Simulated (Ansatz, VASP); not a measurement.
# AlN: VASP beside Ansatz

```xyz
2
Lattice="0.0000 2.3726 1.8506 2.3726 0.0000 1.8506 2.3726 2.3726 0.0000" Properties=species:S:1:pos:R:3 pbc="T T T"
Al    0.0000    0.0000    0.0000
N     3.5589    3.5589    2.7759
```

Alike in both runs: task single point; functional LDA; k mesh 10 × 10 × 10; occupations gaussian, width 0.05 eV; no spin polarisation.

|  | VASP | Ansatz |
| --- | --- | --- |
| version | VASP 6.6.1 | Ansatz 0.2.0 |
| potentials or method | VASP PAW LDA potentials, release 64 (Al, N), cutoff 520 eV | scalar-relativistic, plane waves, PAW |
| valence electrons in the cell | 8 | 8 |

|  | VASP | Ansatz | Ansatz less VASP |
| --- | --- | --- | --- |
| gap on the k mesh at the Fermi level (eV) | 2.60 | 2.63 | +0.025 |
| least direct gap on the mesh (eV) | 3.52 | 3.51 | -0.006 |
| pressure (GPa) | -8.5 | -9.0 | -0.52 |
| traceless stress, the component that is largest in VASP (GPa) | 11.79 | 11.93 | +0.137 |

LDA's correlation is that of Perdew and Zunger in VASP and of Perdew and Wang (1992) in Ansatz.
